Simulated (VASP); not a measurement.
Set up this calculation in VASP 6.6.1, as the native input.

```
Task                   : single point
Functional             : PBEsol
Potentials or basis    : VASP PAW PBE potentials, release 64 (Ni)
Cutoff                 : 520 eV
k mesh                 : 18 × 18 × 3
Occupations            : gaussian, width 0.1 eV
Spin                   : collinear spin, ferromagnetic start
Starting moments       : [0.72, 0.72, 0.72, 0.72, 0.72, 0.72, 0.72] μB
Dipole correction      : no
Further INCAR settings : ALGO = Fast; EDIFF = 1e-06; NBANDS = 48
```

The structure of Ni lies in POSCAR:

```
Ni
1.0
    2.4468849556      0.0000000000      0.0000000000
   -1.2234424778      2.1190645317      0.0000000000
    0.0000000000      0.0000000000     14.0230248489
Ni
7
Direct
    0.0000000000      0.0000000000      0.0001530390
    0.3333333333      0.6666666667      0.1433213748
    0.6666666667      0.3333333333      0.2857948527
    0.0000000000      0.0000000000      0.4284908615
    0.3333333333      0.6666666667      0.5709643395
    0.6666666667      0.3333333333      0.7141326753
    0.3333333333      0.6666666667      0.8571428571
```

One way to write it, as run:

INCAR

```
  PREC = Accurate
  ENCUT = 520
  EDIFF = 1E-6
  ISMEAR = 0
  SIGMA = 0.1
  LREAL = F
  LASPH = T
  NELM = 150
  ALGO = Fast
  ISIF = 2
  LWAVE = F
  LCHARG = F
  ISPIN = 2
  MAGMOM = 0.72 0.72 0.72 0.72 0.72 0.72 0.72
  LORBIT = 11
  LMAXMIX = 4
  GGA = PS
  NBANDS = 48
  KPAR = 4
```

KPOINTS

```
Automatic mesh
0
Gamma
  18 18 3
```

Potentials or basis: VASP PAW PBE potentials, release 64 (Ni).

Launch:

```console
$ cat potpaw_PBE.64/Ni/POTCAR > POTCAR
$ mpirun -np 4 vasp_std > vasp.out
```

It gave:

| Item | Value |
| --- | --- |
| Pressure | -0.1 GPa |
| Net moment | 4.28 μB per cell |
| Site moments | Ni +0.62, +0.61 (each value once) μB |
| Valence electrons inside the program's atomic spheres | Ni 9.40 |

Caveat: the PAW data sets were made with another functional, which shifts forces and pressure a little.

It took 7.9 min on 4 MPI ranks on Oxide Virtual Turin-like Processor, on a shared host, peak memory 0.52 GiB a rank.
